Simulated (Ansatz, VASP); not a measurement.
## Ta in VASP and in Ansatz

```xyz
1
Lattice="-1.6267 1.6267 1.6267 1.6267 -1.6267 1.6267 1.6267 1.6267 -1.6267" Properties=species:S:1:pos:R:3 pbc="T T T"
Ta    0.0000    0.0000    0.0000
```

Alike in both runs: functional LDA; k mesh 26 × 26 × 26; occupations gaussian, width 0.1 eV; no spin polarisation.

Ansatz relaxed the structure, and its values are those at the end. VASP's run is a single point on that final structure, the one shown.

|  | VASP | Ansatz |
| --- | --- | --- |
| version | VASP 6.6.1 | Ansatz 0.2.0 |
| potentials or method | VASP PAW LDA potentials, release 64 (Ta_pv), cutoff 520 eV | scalar-relativistic, plane waves, PAW |
| valence electrons in the cell | 11 | 13 |

|  | VASP | Ansatz | Ansatz less VASP |
| --- | --- | --- | --- |
| gap on the k mesh at the Fermi level (eV) | none | none | - |
| pressure (GPa) | 0.8 | 0.0 | -0.84 |

Ansatz warns that its potentials were made for another functional, while VASP's fit it. LDA's correlation is that of Perdew and Zunger in VASP and of Perdew and Wang (1992) in Ansatz. A gap of «none» marks a metal or a gap that the smearing closes. VASP's potentials hold 11 valence electrons a cell and Ansatz's 13, so a difference there can come from the potentials and not from the codes.

Neither program's run includes spin-orbit coupling.
